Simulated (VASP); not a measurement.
Wanted: the native input for a VASP 6.6.1 run.

```
Task                   : electric field gradients
Functional             : LDA
Potentials or basis    : VASP PAW LDA potentials, release 64 (Li_sv, Pt)
Cutoff                 : 520 eV
k mesh                 : 9 × 9 × 12
Occupations            : fermi-dirac, width 0.03 eV
Spin                   : no spin polarisation
Dipole correction      : no
Further INCAR settings : ALGO = Normal; EDIFF = 1e-08; NBANDS = 15
```

The structure of Li2Pt lies in POSCAR:

```
Li2Pt
1.0
    4.2680982414      0.0000000000      0.0000000000
   -2.1340491207      3.6962815030      0.0000000000
    0.0000000000      0.0000000000      2.7131897205
Li Pt
2 1
Direct
    0.3333333333      0.6666666667      0.5000000000
    0.6666666667      0.3333333333      0.5000000000
    0.0000000000      0.0000000000      0.0000000000
```

This cell differs from its parent crystal: volume scaled by 1.06.

The input as run:

INCAR

```
ALGO = Normal
EDIFF = 1E-8
ENCUT = 520
GGA = CA
ISIF = 2
ISMEAR = -1
LASPH = True
LCHARG = False
LEFG = True
LREAL = False
LWAVE = False
NBANDS = 15
NELM = 60
PREC = Accurate
SIGMA = 0.03
```

KPOINTS

```
k-points
0
Gamma
  9 9 12
```

Potentials or basis: VASP PAW LDA potentials, release 64 (Li_sv, Pt).

Command:

```console
$ cat potpaw_LDA.64/Li_sv/POTCAR potpaw_LDA.64/Pt/POTCAR > POTCAR
$ mpirun -np 1 vasp_std > vasp.out
```

It gave:

| Quantity | Value |
| --- | --- |
| Band gap on the k mesh | zero (band 8 reaches 5.72 eV, above the bottom of band 9 at 3.87 eV) |

Caveat: without QUAD_EFG the Cq values of the log hold for a quadrupole moment of 1 mb, not for the nuclei; spin-orbit coupling is left out, which moves the levels of the heavy elements.

It took 21 s on 1 thread of Intel(R) Xeon(R) Platinum 8375C CPU @ 2.90GHz (Ice Lake), on a shared host, peak memory 0.17 GiB.
